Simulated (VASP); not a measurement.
# AlSi16 (a cell with a defect): single point with PBEsol

The system is AlSi16 (a cell with a defect).

```
Si Al
1.0
     0.00000    5.43000    5.43000
     5.43000    0.00000    5.43000
     5.43000    5.43000    0.00000
Si Al
16 1
Direct
  0.00475 0.00377 0.00385
  0.12565 0.12424 0.12437
  0.00483 0.00404 0.48625
  0.12661 0.12602 0.62315
  0.00485 0.48612 0.00413
  0.12663 0.62306 0.12606
  0.99629 0.50095 0.50099
  0.12672 0.62317 0.62330
  0.48754 0.00378 0.00385
  0.62409 0.12587 0.12589
  0.50158 0.99581 0.50095
  0.62417 0.12601 0.62314
  0.50159 0.50093 0.99582
  0.62419 0.62305 0.12605
  0.50170 0.50095 0.50099
  0.62525 0.62471 0.62472
  0.87563 0.87426 0.87437
```

```json
{
 "Program": "VASP 6.6.1",
 "Task": "single point",
 "Functional": "PBEsol",
 "Potentials or basis": "VASP PAW PBE potentials, release 64 (Si, Al)",
 "Cutoff": "520 eV",
 "k mesh": "2 × 2 × 2",
 "Occupations": "fermi-dirac, width 0.02 eV",
 "Spin": "collinear spin",
 "Starting moments": "[0.0, 0.0, 0.0, 0.0, 0.0, 0.0, 0.0, 0.0, 0.0, 0.0, 0.0, 0.0, 0.0, 0.0, 0.0, 0.0, 1.0] μB",
 "Dipole correction": "no",
 "Further INCAR settings": "LREAL = Auto; ALGO = Normal; EDIFF = 1e-07; NBANDS = 52"
}
```

```json
{
 "Pressure": "3.6 GPa",
 "Largest force": "0.011 eV/Å",
 "Net moment": "0.01 μB per cell",
 "Valence electrons inside the program's atomic spheres": "Si 1.71, 1.75, 1.67, 1.69 (each value once); Al 0.84"
}
```

Forces on the atoms (eV/Å):
```
Si  -0.002  0.001  0.001
Si   0.005  0.000  0.000
Si  -0.002  0.003 -0.003
Si   0.001  0.005  0.007
Si  -0.001 -0.003  0.003
Si   0.002  0.006  0.005
Si  -0.006  0.006  0.004
Si  -0.007 -0.001  0.002
Si  -0.001 -0.001 -0.001
Si   0.007  0.000 -0.001
Si   0.000 -0.005  0.006
Si   0.002 -0.007 -0.005
Si  -0.001  0.006 -0.006
Si   0.003 -0.005 -0.007
Si  -0.007 -0.005 -0.006
Si   0.006 -0.001  0.000
Al   0.002  0.000  0.001
```

Levels at points of the mesh, in eV from the Fermi level:
Spin up:
| k point | band 30 | band 31 | band 32 | band 33 | band 34 | band 35 | band 36 | band 37 |
| --- | --- | --- | --- | --- | --- | --- | --- | --- |
| (0.00, 0.00, 0.00) | -1.64 | -0.65 | -0.65 | -0.65 | -0.20 | -0.20 | -0.20 | 0.00 |
| (0.50, 0.00, 0.00) | -1.47 | -1.30 | -1.30 | -0.55 | 0.26 | 0.56 | 0.56 | 0.89 |
| (0.00, 0.50, 0.00) | -1.47 | -1.30 | -1.30 | -0.55 | 0.26 | 0.56 | 0.56 | 0.89 |
| (0.00, 0.00, 0.50) | -1.47 | -1.30 | -1.30 | -0.55 | 0.26 | 0.56 | 0.56 | 0.89 |
| (0.50, 0.50, 0.50) | -1.47 | -1.30 | -1.30 | -0.55 | 0.26 | 0.56 | 0.56 | 0.89 |
| (0.50, 0.50, 0.00) | -1.92 | -1.92 | -1.80 | -0.20 | 0.22 | 1.13 | 1.44 | 1.45 |
| (0.00, 0.50, 0.50) | -1.92 | -1.92 | -1.80 | -0.20 | 0.22 | 1.13 | 1.44 | 1.44 |
| (0.50, 0.00, 0.50) | -1.92 | -1.92 | -1.80 | -0.20 | 0.22 | 1.13 | 1.44 | 1.45 |
Spin down:
```
           k point  band 29  band 30  band 31  band 32  band 33  band 34  band 35  band 36  band 37  band 38
(0.00, 0.00, 0.00)    -1.64    -1.64    -0.65    -0.65    -0.65    -0.20    -0.20    -0.20     0.00     0.00
(0.50, 0.00, 0.00)    -1.47    -1.47    -1.30    -1.30    -0.55     0.26     0.56     0.56     0.89     0.89
(0.00, 0.50, 0.00)    -1.47    -1.47    -1.30    -1.30    -0.55     0.26     0.56     0.56     0.89     0.89
(0.00, 0.00, 0.50)    -1.47    -1.47    -1.30    -1.30    -0.55     0.26     0.56     0.56     0.89     0.89
(0.50, 0.50, 0.50)    -1.47    -1.47    -1.30    -1.30    -0.55     0.26     0.56     0.56     0.89     0.89
(0.50, 0.50, 0.00)    -2.05    -1.92    -1.92    -1.79    -0.20     0.22     1.13     1.44     1.45     1.49
(0.00, 0.50, 0.50)    -2.05    -1.92    -1.92    -1.80    -0.20     0.22     1.13     1.44     1.45     1.49
(0.50, 0.00, 0.50)    -2.05    -1.92    -1.92    -1.79    -0.20     0.22     1.13     1.44     1.45     1.49
```

Wall time 19 min on 1 thread of Intel Xeon 8259CL (shared host), peak memory 0.71 GiB.

Caveat: the k points lie up to 0.50 Å⁻¹ apart; the PAW data sets were made with another functional, which shifts forces and pressure a little.
